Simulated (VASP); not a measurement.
Wanted: the native input for a VASP 6.6.1 run.

- Task: single point
- Functional: revPBE
- Potentials or basis: VASP PAW PBE potentials, release 64 (Si, Ni)
- Cutoff: 520 eV
- k mesh: 8 × 8 × 8
- Occupations: gaussian, width 0.05 eV
- Spin: collinear spin
- Starting moments: [0.0, 0.0, 0.05] μB
- Dipole correction: no
- Further INCAR settings: ALGO = Normal; EDIFF = 1e-06; NBANDS = 20

The structure of Si2Ni lies in POSCAR:

```
Si2Ni
1.0
    0.0000000000      2.6975011173      2.6975011173
    2.6975011173      0.0000000000      2.6975011173
    2.6975011173      2.6975011173      0.0000000000
Si Ni
2 1
Direct
    0.2500000000      0.2500000000      0.2500000000
    0.7500000000      0.7500000000      0.7500000000
    0.0000000000      0.0000000000      0.0000000000
```

The input as run:

INCAR

```
SYSTEM = Si2Ni
PREC     = Accurate       ! precision mode
ENCUT    = 520            ! plane-wave cutoff, eV
EDIFF    = 1E-6           ! SCF threshold, eV
ISMEAR   = 0              ! smearing method
SIGMA    = 0.05           ! smearing width, eV
LREAL    = .False.        ! projectors in reciprocal space
LASPH    = .True.         ! aspherical terms in the spheres
NELM     = 150            ! most SCF steps
ALGO     = Normal         ! electronic algorithm
ISIF     = 2              ! what is computed and relaxed
LWAVE    = .False.        ! write WAVECAR
LCHARG   = .False.        ! write CHGCAR
ISPIN    = 2              ! spin polarisation
MAGMOM   = 0 0 0.05       ! initial moments
LORBIT   = 11             ! projections on sites
LMAXMIX  = 4              ! l up to which the mixer works
GGA      = RE             ! functional
NBANDS   = 20             ! bands
```

KPOINTS

```
Automatic mesh
0
Gamma
  8 8 8
  0 0 0
```

Potentials or basis: VASP PAW PBE potentials, release 64 (Si, Ni).

Launch:

```console
$ cat potpaw_PBE.64/Si/POTCAR potpaw_PBE.64/Ni/POTCAR > POTCAR
$ mpirun -np 1 vasp_std > vasp.out
```

Results of the run:

- Pressure: 5.6 GPa
- Band gap on the k mesh: zero (filled and empty bands overlap)
- Net moment: 0.00 μB per cell
- Valence electrons inside the program's atomic spheres: Si 1.59; Ni 9.82

Caveat: the cell stands under pressure; the PAW data sets were made with another functional, which shifts forces and pressure a little.

Wall time 75 s on 1 thread of Intel Xeon 8259CL, on a shared host, peak memory 0.19 GiB.
